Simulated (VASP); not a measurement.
# Sn4P (Pm-3m) in VASP: further runs, part 2 of 2

VASP 6.6.1. The steps go on from the part before.

## 3. Single point, PBE

This run uses another cell than the first one, of 28.30 Å³/atom, 1.200 times its volume.

File INCAR:

```
SYSTEM = Sn4P
ALGO = Normal ; EDIFF = 1E-6
ENCUT = 520 ; GGA = PE
ISIF = 2 ; ISMEAR = 0
LASPH = .TRUE. ; LCHARG = .TRUE.
LELF = .TRUE. ; LREAL = .FALSE.
LVHAR = .TRUE. ; LWAVE = .FALSE.
NBANDS = 38 ; NELM = 60
PREC = Accurate ; SIGMA = 0.1
```

File KPOINTS:

```
k-points
0
G
  4 4 4
  0 0 0
```

File POSCAR:

```
Sn4P
1.0
    5.2112737017      0.0000000000      0.0000000000
    0.0000000000      5.2112737017      0.0000000000
    0.0000000000      0.0000000000      5.2112737017
Sn P
4 1
Direct
    0.0000000000      0.5000000000      0.5000000000
    0.5000000000      0.5000000000      0.0000000000
    0.5000000000      0.0000000000      0.5000000000
    0.0000000000      0.0000000000      0.0000000000
    0.5000000000      0.5000000000      0.5000000000
```

Potentials or basis: VASP PAW PBE potentials, release 64 (Sn_d, P).

On the command line:

```console
> cat potpaw_PBE.64/Sn_d/POTCAR potpaw_PBE.64/P/POTCAR > POTCAR
> mpirun -np 1 vasp_std > vasp.out
```

Wall time 26 s (1 thread of AMD EPYC 9R45 (Zen 5), shared host); peak memory 0.21 GiB.

Results (log left out):

* Free energy: -19.1352 eV
* Pressure: 0.0 GPa

Levels at points of the mesh, in eV from the Fermi level:
```
           k point  band 26  band 27  band 28  band 29  band 30  band 31  band 32  band 33  band 34  band 35
(0.00, 0.00, 0.00)    -5.79    -5.79    -3.48    -0.92    -0.92    -0.92     1.22     1.22     1.22     3.77
(0.50, 0.00, 0.00)    -5.44    -5.44    -1.69    -1.69    -0.25     0.25     0.83     0.98     0.98     1.87
(0.50, 0.50, 0.00)    -5.16    -1.47    -1.47    -1.47    -0.59    -0.59     0.08     0.44     0.44     1.42
(0.50, 0.50, 0.50)    -3.90    -3.90    -3.90     0.62     0.62     0.62     1.50     1.50     2.54     3.59
```

Caveat: spin-orbit coupling is left out, which moves the levels of the heavy elements.

## 4. Single point, PBE

This run uses another cell than the first one, of 29.50 Å³/atom, 1.250 times its volume.

File INCAR:

```
PREC     = Accurate       # precision mode
ENCUT    = 520            # plane-wave cutoff, eV
EDIFF    = 1E-6           # SCF threshold, eV
ISMEAR   = 0              # smearing method
SIGMA    = 0.1            # smearing width, eV
LREAL    = F              # projectors in reciprocal space
LASPH    = T              # aspherical terms in the spheres
NELM     = 100            # most SCF steps
ALGO     = Normal         # electronic algorithm
ISIF     = 2              # what is computed and relaxed
LWAVE    = F              # write WAVECAR
LCHARG   = F              # write CHGCAR
GGA      = PE             # functional
NBANDS   = 38             # bands
```

File KPOINTS:

```
regular mesh
0
Gamma
  8 8 8
```

POSCAR, as its differences from that of step 3:

```diff
@@ -2,5 +2,5 @@
 1.0
-    5.2112737017      0.0000000000      0.0000000000
-    0.0000000000      5.2112737017      0.0000000000
-    0.0000000000      0.0000000000      5.2112737017
+    5.2836199407      0.0000000000      0.0000000000
+    0.0000000000      5.2836199407      0.0000000000
+    0.0000000000      0.0000000000      5.2836199407
 Sn P
```

On the command line:

```console
> cat potpaw_PBE.64/Sn_d/POTCAR potpaw_PBE.64/P/POTCAR > POTCAR
> mpirun -np 1 vasp_std > vasp.out
```

Wall time 82 s (1 thread of AMD EPYC 9R45 (Zen 5), shared host); peak memory 0.29 GiB.

Results (log left out):

* Free energy: -19.0311 eV
* Pressure: -0.1 GPa

Levels at points of the mesh, in eV from the Fermi level:
```
           k point  band 26  band 27  band 28  band 29  band 30  band 31  band 32  band 33  band 34  band 35
(0.00, 0.00, 0.00)    -4.98    -4.98    -3.28    -0.53    -0.53    -0.53     1.55     1.55     1.55     4.25
(0.50, 0.00, 0.00)    -4.63    -4.63    -1.27    -1.27     0.13     0.68     1.11     1.35     1.35     2.13
(0.50, 0.50, 0.00)    -4.33    -1.11    -1.08    -1.08    -0.14    -0.14     0.34     0.89     0.89     1.95
(0.50, 0.50, 0.50)    -3.39    -3.39    -3.39     1.12     1.12     1.12     2.03     2.03     2.88     3.78
```

Caveat: spin-orbit coupling is left out, which moves the levels of the heavy elements.

## 5. Relaxation of cell and atoms, PBE

File INCAR:

```
SYSTEM = Sn4P
PREC = Accurate
ENCUT = 600
EDIFF = 1E-6
ISMEAR = 0
SIGMA = 0.1
LREAL = .False.
LASPH = .True.
NELM = 100
ALGO = Normal
ISIF = 3
LWAVE = .False.
LCHARG = .False.
GGA = PE
IBRION = 2
NSW = 90
EDIFFG = -0.04
```

File KPOINTS:

```
regular mesh
0
Gamma
  4 4 4
  0 0 0
```

POSCAR, as its differences from that of step 4:

```diff
@@ -2,5 +2,5 @@
 1.0
-    5.2836199407      0.0000000000      0.0000000000
-    0.0000000000      5.2836199407      0.0000000000
-    0.0000000000      0.0000000000      5.2836199407
+    4.9045975400      0.0000000000      0.0000000000
+    0.0000000000      4.9045975400      0.0000000000
+    0.0000000000      0.0000000000      4.9045975400
 Sn P
```

On the command line:

```console
> cat potpaw_PBE.64/Sn_d/POTCAR potpaw_PBE.64/P/POTCAR > POTCAR
> mpirun -np 1 vasp_std > vasp.out
```

It took 67 s on 1 thread of AMD EPYC 9R45 (Zen 5), shared host; peak memory 0.23 GiB.

The run converged. Its results:

```
Free energy                            : -19.1297 eV
Relaxed volume                         : 28.23 Å³/atom
Relaxed cell                           : a = 5.207 Å, b = 5.207 Å, c = 5.207 Å, α = 90.00°, β = 90.00°, γ = 90.00°
Space group after relaxing (to 0.05 Å) : Pm-3m (No. 221)
Energy gained by relaxing              : 152.7 meV/atom
Ionic steps                            : 3
Pressure after relaxing                : 0.1 GPa
```

Step by step:
| step | energy change (eV) | largest force (eV/Å) | pressure (GPa) | volume (Å³) |
| --- | --- | --- | --- | --- |
| 1 | 0.0000 | 0.0000 | 12.61 | 117.98 |
| 2 | -0.6661 | 0.0000 | -2.59 | 152.63 |
| 3 | -0.7634 | 0.0000 | 0.09 | 141.17 |

Final structure:
```yaml
crystal:
  lattice:
    - [5.20695, 0.00000, 0.00000]
    - [0.00000, 5.20695, 0.00000]
    - [0.00000, 0.00000, 5.20695]
  atoms:
    - { symbol: Sn, position: [0.00000, 0.50000, 0.50000] }
    - { symbol: Sn, position: [0.50000, 0.50000, 0.00000] }
    - { symbol: Sn, position: [0.50000, 0.00000, 0.50000] }
    - { symbol: Sn, position: [0.00000, 0.00000, 0.00000] }
    - { symbol: P, position: [0.50000, 0.50000, 0.50000] }
```

Levels at points of the mesh, in eV from the Fermi level:
```tsv
k point	band 26	band 27	band 28	band 29	band 30	band 31	band 32	band 33	band 34	band 35
(0.00, 0.00, 0.00)	-5.80	-5.80	-3.46	-0.92	-0.92	-0.92	1.22	1.22	1.22	3.77
(0.50, 0.00, 0.00)	-5.46	-5.46	-1.70	-1.70	-0.25	0.26	0.83	0.98	0.98	1.88
(0.50, 0.50, 0.00)	-5.17	-1.48	-1.48	-1.47	-0.59	-0.59	0.08	0.45	0.45	1.42
(0.50, 0.50, 0.50)	-3.91	-3.91	-3.91	0.63	0.63	0.63	1.50	1.50	2.55	3.59
```

Caveat: the volume moved by over 15 % at a fixed basis, so the end points are rough; spin-orbit coupling is left out, which moves the levels of the heavy elements.

## 6. Relaxation of cell and atoms, PBE

This run uses another cell than the first one, of 28.30 Å³/atom, 1.200 times its volume.

File INCAR:

```
SYSTEM = Sn4P
ALGO = Normal
EDIFF = 1E-6
EDIFFG = -0.01
ENCUT = 600
GGA = PE
IBRION = 2
ISIF = 3
ISMEAR = 0
LASPH = .True.
LCHARG = .False.
LREAL = .False.
LWAVE = .False.
NELM = 60
NSW = 100
PREC = Accurate
SIGMA = 0.1
```

File KPOINTS:

```
k-points
0
Gamma
  8 8 8
  0 0 0
```

POSCAR, as its differences from that of step 5:

```diff
@@ -2,5 +2,5 @@
 1.0
-    4.9045975400      0.0000000000      0.0000000000
-    0.0000000000      4.9045975400      0.0000000000
-    0.0000000000      0.0000000000      4.9045975400
+    5.2112737017      0.0000000000      0.0000000000
+    0.0000000000      5.2112737017      0.0000000000
+    0.0000000000      0.0000000000      5.2112737017
 Sn P
```

Potentials or basis: VASP PAW PBE potentials, release 64 (Sn_d, P).

On the command line:

```console
> cat potpaw_PBE.64/Sn_d/POTCAR potpaw_PBE.64/P/POTCAR > POTCAR
> mpirun -np 1 vasp_std > vasp.out
```

Wall time 3.4 min (1 thread of AMD EPYC 9R45 (Zen 5), shared host); peak memory 0.35 GiB.

Results (log left out):

```
Free energy                            : -19.0308 eV
Relaxed volume                         : 29.48 Å³/atom
Relaxed cell                           : a = 5.283 Å, b = 5.283 Å, c = 5.283 Å, α = 90.00°, β = 90.00°, γ = 90.00°
Space group after relaxing (to 0.05 Å) : Pm-3m (No. 221)
Energy gained by relaxing              : 6.3 meV/atom
Ionic steps                            : 3
Pressure after relaxing                : 0.0 GPa
```

The path:
```csv
step,energy change (eV),largest force (eV/Å),pressure (GPa),volume (Å³)
1,0.0000,0.0000,1.78,141.52
2,-0.0312,0.0000,-0.17,148.08
3,-0.0316,0.0000,0.01,147.42
```

Final structure:
```
CELL_PARAMETERS angstrom
5.28268 0.00000 0.00000
0.00000 5.28268 0.00000
0.00000 0.00000 5.28268
ATOMIC_POSITIONS crystal
Sn 0.00000 0.50000 0.50000
Sn 0.50000 0.50000 0.00000
Sn 0.50000 0.00000 0.50000
Sn 0.00000 0.00000 0.00000
P 0.50000 0.50000 0.50000
```

Levels at points of the mesh, in eV from the Fermi level:
| k point | band 27 | band 28 | band 29 | band 30 | band 31 | band 32 | band 33 | band 34 |
| --- | --- | --- | --- | --- | --- | --- | --- | --- |
| (0.00, 0.00, 0.00) | -4.99 | -3.28 | -0.53 | -0.53 | -0.53 | 1.55 | 1.55 | 1.55 |
| (0.50, 0.00, 0.00) | -4.63 | -1.27 | -1.27 | 0.13 | 0.68 | 1.12 | 1.35 | 1.35 |
| (0.50, 0.50, 0.00) | -1.11 | -1.08 | -1.08 | -0.14 | -0.14 | 0.34 | 0.89 | 0.89 |
| (0.50, 0.50, 0.50) | -3.40 | -3.40 | 1.13 | 1.13 | 1.13 | 2.03 | 2.03 | 2.89 |

Caveat: spin-orbit coupling is left out, which moves the levels of the heavy elements.

## 7. Summary

| task | cell | k mesh | cutoff (eV) | gap on the mesh (eV) | pressure (GPa) | relaxed volume (Å³/atom) |
| --- | --- | --- | --- | --- | --- | --- |
| single point | a = 4.905 Å, 5 atoms | 4 × 4 × 4 | 520 | none | 12.6 | - |
| single point | a = 5.211 Å, 5 atoms | 4 × 4 × 4 | 520 | none | 0.0 | - |
| single point | a = 5.284 Å, 5 atoms | 8 × 8 × 8 | 520 | none | -0.1 | - |
| relaxation of cell and atoms | relaxed from a = 4.905 Å, 5 atoms | 4 × 4 × 4 | 600 | none | 0.1 | 28.23 |
| relaxation of cell and atoms | relaxed from a = 5.211 Å, 5 atoms | 8 × 8 × 8 | 600 | none | 0.0 | 29.48 |

Alike in all rows: level PBE; potentials or basis VASP PAW PBE potentials, release 64 (Sn_d, P); no spin polarisation; smearing gaussian 0.1 eV.

Caveats: spin-orbit coupling is left out, which moves the levels of the heavy elements; the volume moved by over 15 % at a fixed basis, so the end points are rough (some runs).

Absolute energies hang on the potentials; compare differences alone.
